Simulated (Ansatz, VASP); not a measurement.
# Ge in VASP and in Ansatz

Contents of POSCAR:

```
Ge
1.0
    0.0000000000      2.8368735121      2.8368735121
    2.8632564358      0.0000000000      2.8368735121
    2.8632564358      2.8368735121      0.0000000000
Ge
2
Direct
    0.0000000000      0.0000000000      0.0000000000
    0.2500000000      0.2500000000      0.2500000000
```

File INCAR.step1:

```
SYSTEM = Ge
PREC = Accurate
ENCUT = 520
ISMEAR = -1
SIGMA = 0.02
LREAL = .False.
LASPH = .True.
NELM = 100
NBANDS = 21
GGA = PE
ALGO = Normal
EDIFF = 1E-4
LWAVE = .True.
LCHARG = .False.
```

The input INCAR.step2:

```
SYSTEM = Ge
PREC = Accurate
ENCUT = 520
EDIFF = 1E-6
ISMEAR = -1
SIGMA = 0.02
LREAL = .False.
LASPH = .True.
NELM = 100
ALGO = Normal
ISIF = 2
LWAVE = .False.
LCHARG = .False.
METAGGA = R2SCAN
LMIXTAU = .True.
NBANDS = 21
ISTART = 1
```

KPOINTS

```
regular mesh
0
Gamma
  8 8 8
  0 0 0
```

Input for Ansatz:

```yaml
crystal:
  lattice:
    - [0.0, 2.8368735121, 2.8368735121]
    - [2.8632564358, 0.0, 2.8368735121]
    - [2.8632564358, 2.8368735121, 0.0]
  atoms:
    - { symbol: Ge, position: [0.0, 0.0, 0.0] }
    - { symbol: Ge, position: [0.25, 0.25, 0.25] }
kpoints:
  mp_grid: { grid: [8, 8, 8] }
  band_path:
    path:
      - [0.0, 0.0, 0.0]
      - [0.5, 0.0, 0.5]
      - [0.625, 0.25, 0.625]
      - [0.375, 0.375, 0.75]
      - [0.5, 0.5, 0.5]
      - [0.5, 0.25, 0.75]
    npoints: 1
hamiltonian:
  xc: r2scan
scf:
  occupations: { method: fermi_dirac, width: 0.02 }
  n_extra_bands: 4
output:
  forces: true
  stress: true
  eigenvalues: true
```

Change from the starting cell: uniaxial_x strain +0.9%.

Alike in both runs: task single point; functional r2SCAN; k mesh 8 × 8 × 8; occupations fermi-dirac, width 0.02 eV; no spin polarisation.

|  | VASP | Ansatz |
| --- | --- | --- |
| version | VASP 6.6.1 | Ansatz 0.2.0 |
| potentials or method | VASP PAW PBE potentials, release 64 (Ge_d) | plane waves, PAW |
| plane-wave cutoff (eV) | 520 | 500 |
| valence electrons in the cell | 28 | 28 |

Ansatz gave:

```
pressure (GPa)                                                : -0.7
traceless stress, the component that is largest in VASP (GPa) : -0.52
```

Problem. Which values does VASP return?

Solution. Pressure (GPa): -0.6; traceless stress, the component that is largest in VASP (GPa): -0.51.

VASP's potentials were made for PBE, not for r2SCAN. The functional is the same, so the differences come from potentials, cutoffs and numerics.
